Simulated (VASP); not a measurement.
# TaN (P-6m2) in VASP: a series of runs, part 2 of 2

VASP 6.6.1. The steps go on from the part before.

### Step 3. Relaxation of cell and atoms, r2SCAN, target pressure 20 GPa, at which the enthalpy is minimised

This run uses another cell than the first one, of 10.24 Å³/atom.

The input, POSCAR:

```
TaN
1.0
    2.8854284566      0.0000000000      0.0000000000
   -1.4427142283      2.4988543442      0.0000000000
    0.0000000000      0.0000000000      2.8392155593
Ta N
1 1
Direct
    0.3333333333      0.6666666667      0.5000000000
    0.0000000000      0.0000000000      0.0000000000
```

The input, INCAR.step1:

```
ALGO     = Normal         # electronic algorithm
EDIFF    = 1E-4           # SCF threshold, eV
ENCUT    = 600            # plane-wave cutoff, eV
GGA      = PE             # functional
ISMEAR   = 0              # smearing method
LASPH    = True           # aspherical terms in the spheres
LCHARG   = False          # write CHGCAR
LREAL    = False          # projectors in reciprocal space
LWAVE    = True           # write WAVECAR
NELM     = 80             # most SCF steps
PREC     = Accurate       # precision mode
SIGMA    = 0.1            # smearing width, eV
```

The input, INCAR.step2:

```
ALGO     = Normal         # electronic algorithm
EDIFF    = 1E-6           # SCF threshold, eV
EDIFFG   = -0.008         # ionic threshold
ENCUT    = 600            # plane-wave cutoff, eV
IBRION   = 2              # ionic algorithm
ISIF     = 3              # what is computed and relaxed
ISMEAR   = 0              # smearing method
ISTART   = 1            
LASPH    = True           # aspherical terms in the spheres
LCHARG   = False          # write CHGCAR
LMIXTAU  = True         
LREAL    = False          # projectors in reciprocal space
LWAVE    = False          # write WAVECAR
METAGGA  = R2SCAN         # meta-GGA
NELM     = 80             # most SCF steps
NSW      = 70             # ionic steps
PREC     = Accurate       # precision mode
PSTRESS  = 200.0        
SIGMA    = 0.1            # smearing width, eV
```

The input, KPOINTS:

```
k-points
0
Gamma
  18 18 14
```

Potentials or basis: VASP PAW PBE potentials, release 64 (Ta_pv, N).

Launch:

```
cat potpaw_PBE.64/Ta_pv/POTCAR potpaw_PBE.64/N/POTCAR > POTCAR
cp INCAR.step1 INCAR
mpirun -np 1 vasp_std > vasp.out
cp INCAR.step2 INCAR
mpirun -np 1 vasp_std > vasp.out
```

OUTCAR:

```text
EDIFF = 1E-6
   EDIFFG = -0.008
   ENCUT = 600
   IBRION = 2
   ISIF = 3
   ISMEAR = 0
   ISTART = 1
   LASPH = True
   LREAL = False
   METAGGA = R2SCAN
   NELM = 80
   NSW = 70
   PREC = Accurate
   PSTRESS = 200.0

 ion  position               nearest neighbor table
   1  0.333  0.667  0.500-   2 2.19   2 2.19   2 2.19   2 2.19   2 2.19   2 2.19
   2  0.000  0.000  0.000-   1 2.19   1 2.19   1 2.19   1 2.19   1 2.19   1 2.19

  LATTYP: Found a hexagonal cell.
 ALAT       =     2.8854284566
 C/A-ratio  =     0.9839840433

  Lattice vectors:

 A1 = (   2.8854284566,   0.0000000000,   0.0000000000)
 A2 = (  -1.4427142283,   2.4988543442,   0.0000000000)
 A3 = (   0.0000000000,   0.0000000000,   2.8392155593)

Analysis of symmetry for initial positions (statically):
[... 449 lines left out ...]
  energy without entropy =      -60.33204682  energy(sigma->0) =      -60.33216544

 E-fermi :   8.6996     XC(G=0): -14.6408

 val. band max:        8.6635116180   @ k =   0.0000   0.0000   0.4286
 cond. band min:       8.7275847106   @ k =   0.0556   0.0000   0.5000
 fundamental gap:      0.0640730926
 Fermi energy:         8.6996382111

 k-point     1 :       0.0000    0.0000    0.0000
  band No.  band energies     occupation
      1     -27.3025      2.00000
      2     -26.9983      2.00000
      3     -26.9983      2.00000
      4     -10.4572      2.00000
      5       3.6991      2.00000
      6       3.6991      2.00000
      7       4.0821      2.00000
      8       5.4798      2.00000
      9      11.6028      0.00000
     10      12.6671      0.00000
     11      12.6671      0.00000
     12      13.2055      0.00000
[... 331 lines left out ...]
 k-point    24 :       0.3889    0.1111    0.0000
  band No.  band energies     occupation
      1     -28.1919      2.00000
      2     -27.3708      2.00000
      3     -27.1229      2.00000
      4      -7.9679      2.00000
      5       0.0460      2.00000
      6       3.0337      2.00000
      7       4.0930      2.00000
      8       6.1747      2.00000
      9      11.3266      0.00000
     10      12.1067      0.00000
     11      13.8045      0.00000
     12      15.4498      0.00000

 [... further k-points ...]
[... 5 lines left out ...]
  --------------------------------------------------------------------------------------
  -------------------------------------------------------------------------------------
  Total        2.5773291      2.5773291      2.5811999      0.0000000     -0.0000000     -0.0000000
  in kB      200.7052851    200.7052851    201.0067116      0.0000000     -0.0000000     -0.0000000
  external PRESSURE =       0.8057606 kB  Pullay stress =     200.0000000 kB
[... 21 lines left out ...]
  energy  without entropy=      -60.3320468206  energy(sigma->0) =      -60.33216544

  enthalpy is  TOTEN    =       -57.7640117519 eV   P V=        2.5682723144

 reached required accuracy - stopping structural energy minimisation
```

OUTCAR.step1:

```text
EDIFF = 1E-4
   ENCUT = 600
   GGA = PE
   ISMEAR = 0
   LASPH = True
[... 582 lines left out ...]
 -----------------------------------------------------------------------------------
     -0.00000      1.66590      1.41961         0.000000      0.000000      0.000000
      0.00000      0.00000      0.00000        -0.000000     -0.000000      0.000000
 -----------------------------------------------------------------------------------
    total drift:                               -0.000000      0.000000     -0.000000

  FREE ENERGIE OF THE ION-ELECTRON SYSTEM (eV)
  ---------------------------------------------------
  free  energy   TOTEN  =       -22.3388026723 eV

  energy  without entropy=      -22.3385651621  energy(sigma->0) =      -22.33868392
```

OSZICAR.step1:

```text
N       E                     dE             d eps       ncg     rms          rms(c)
DAV:   1     0.994747868039E+02    0.99475E+02   -0.10116E+04  7104   0.159E+03
DAV:   2    -0.207202198541E+02   -0.12020E+03   -0.11392E+03  8168   0.376E+02
DAV:   3    -0.247905843145E+02   -0.40704E+01   -0.40116E+01  8836   0.652E+01
DAV:   4    -0.248363570308E+02   -0.45773E-01   -0.45644E-01  7876   0.675E+00
DAV:   5    -0.248368485263E+02   -0.49150E-03   -0.49137E-03  8520   0.604E-01    0.260E+01
DAV:   6    -0.224269185838E+02    0.24099E+01   -0.82057E+00  8620   0.305E+01    0.113E+01
DAV:   7    -0.223635653729E+02    0.63353E-01   -0.44285E-01  7848   0.660E+00    0.756E+00
DAV:   8    -0.223442518069E+02    0.19314E-01   -0.12288E-01  8136   0.357E+00    0.136E+00
DAV:   9    -0.223387996443E+02    0.54522E-02   -0.16576E-02  8112   0.114E+00    0.209E-01
DAV:  10    -0.223388026723E+02   -0.30280E-05   -0.87155E-04  8188   0.380E-01
   1 F= -.22338803E+02 E0= -.22338684E+02  d E =-.237510E-03
```

Run time: 45 min. Hardware: 1 thread of Oxide Virtual Turin-like, shared host; peak memory 0.21 GiB.

What came out:

| Property | Result |
| --- | --- |
| Free energy | -60.3323 eV |
| Relaxed volume | 10.29 Å³/atom |
| Relaxed cell | a = 2.889 Å, b = 2.889 Å, c = 2.847 Å, α = 90.00°, β = 90.00°, γ = 120.00° |
| Space group after relaxing (to 0.1 Å) | P-6m2 (No. 187) |
| Energy change on relaxing (the run minimises the enthalpy) | -6.8 meV/atom |
| Ionic steps | 8 |
| Pressure after relaxing | 20.1 GPa |
| Band gap on the k mesh | zero (bands 8 and 9 overlap by 0.27 eV) |

Step by step:
| step | energy change (eV) | largest force (eV/Å) | pressure (GPa) | volume (Å³) |
| --- | --- | --- | --- | --- |
| 1 | 0.0000 | 0.0000 | 22.37 | 20.47 |
| 2 | -0.0491 | 0.0000 | 12.77 | 20.92 |
| 3 | -0.0145 | 0.0000 | 19.94 | 20.58 |
| 4 | -0.0143 | 0.0000 | 19.94 | 20.58 |
| 5 | -0.0073 | 0.0000 | 21.18 | 20.53 |
| 6 | -0.0140 | 0.0000 | 20.04 | 20.58 |
| 7 | -0.0134 | 0.0000 | 20.12 | 20.57 |
| 8 | -0.0137 | 0.0000 | 20.08 | 20.57 |

Final structure:
```
Ta N
1.0
     2.88882    0.00000    0.00000
    -1.44441    2.50179    0.00000
     0.00000    0.00000    2.84676
Ta N
1 1
Direct
  0.33333 0.66667 0.50000
  0.00000 0.00000 0.00000
```

Caveat: the cell is relaxed towards a set pressure, so the run minimises the enthalpy, not the energy; the PAW data sets were made with another functional, which shifts forces and pressure a little; spin-orbit coupling is left out, which moves the levels of the heavy elements.

The gap in the log of VASP goes by the Fermi energy; the results here count the filled bands.